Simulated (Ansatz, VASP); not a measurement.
## MgS in VASP and in Ansatz

The input POSCAR:

```
MgS
1.0
    0.0000000000      2.7175456370      2.6015179370
    2.7175456370      0.0000000000      2.6015179370
    2.7175456370      2.7175456370      0.0000000000
Mg S
1 1
Direct
    0.0000000000      0.0000000000      0.0000000000
    0.5000000000      0.5000000000      0.5000000000
```

File INCAR.step1:

```
SYSTEM = MgS
PREC = Accurate
ENCUT = 520
ISMEAR = 0
SIGMA = 0.01
LREAL = .FALSE.
LASPH = .TRUE.
NELM = 60
NBANDS = 11
GGA = PE
ALGO = Normal
EDIFF = 1E-4
LWAVE = .TRUE.
LCHARG = .FALSE.
```

INCAR.step2

```
SYSTEM = MgS
PREC = Accurate
ENCUT = 520
EDIFF = 1E-6
ISMEAR = 0
SIGMA = 0.01
LREAL = .FALSE.
LASPH = .TRUE.
NELM = 60
ALGO = Normal
ISIF = 2
LWAVE = .FALSE.
LCHARG = .FALSE.
METAGGA = R2SCAN
LMIXTAU = .TRUE.
NBANDS = 11
ISTART = 1
```

The input KPOINTS:

```
Automatic mesh
0
G
  8 8 8
  0 0 0
```

Input for Ansatz:

```yaml
crystal:
  lattice:
    - [0.0, 2.717545637, 2.601517937]
    - [2.717545637, 0.0, 2.601517937]
    - [2.717545637, 2.717545637, 0.0]
  atoms:
    - { symbol: Mg, position: [0.0, 0.0, 0.0] }
    - { symbol: S, position: [0.5, 0.5, 0.5] }
kpoints:
  mp_grid: { grid: [8, 8, 8] }
  band_path:
    path:
      - [0.0, 0.0, 0.0]
      - [0.5, 0.0, 0.5]
      - [0.625, 0.25, 0.625]
      - [0.375, 0.375, 0.75]
      - [0.5, 0.5, 0.5]
      - [0.5, 0.25, 0.75]
    npoints: 1
hamiltonian:
  xc: r2scan
scf:
  occupations: { method: fixed }
  n_extra_bands: 4
output:
  forces: true
  stress: true
  eigenvalues: true
```

Change from the starting cell: biaxial_xy strain +4.5%.

Alike in both runs: task single point; functional r2SCAN; k mesh 8 × 8 × 8; no spin polarisation.

```csv
,VASP,Ansatz
version,VASP 6.6.1,Ansatz 0.2.0
potentials or method,"VASP PAW PBE potentials, release 64 (Mg, S)","plane waves, PAW"
plane-wave cutoff (eV),520,500
occupations,"gaussian, width 0.01 eV",fixed
valence electrons in the cell,8,16
```

VASP gave:

- gap on the k mesh at the Fermi level (eV): 3.06
- pressure (GPa): -6.0
- traceless stress, the component that is largest in VASP (GPa): 1.90

**Question.** Which values does Ansatz return?

**Answer.** gap on the k mesh at the Fermi level (eV): 3.10; pressure (GPa): -5.6; traceless stress, the component that is largest in VASP (GPa): 1.96.

VASP's potentials were made for PBE, not for r2SCAN. VASP's potentials hold 8 valence electrons a cell and Ansatz's 16, so a difference there can come from the potentials and not from the codes.
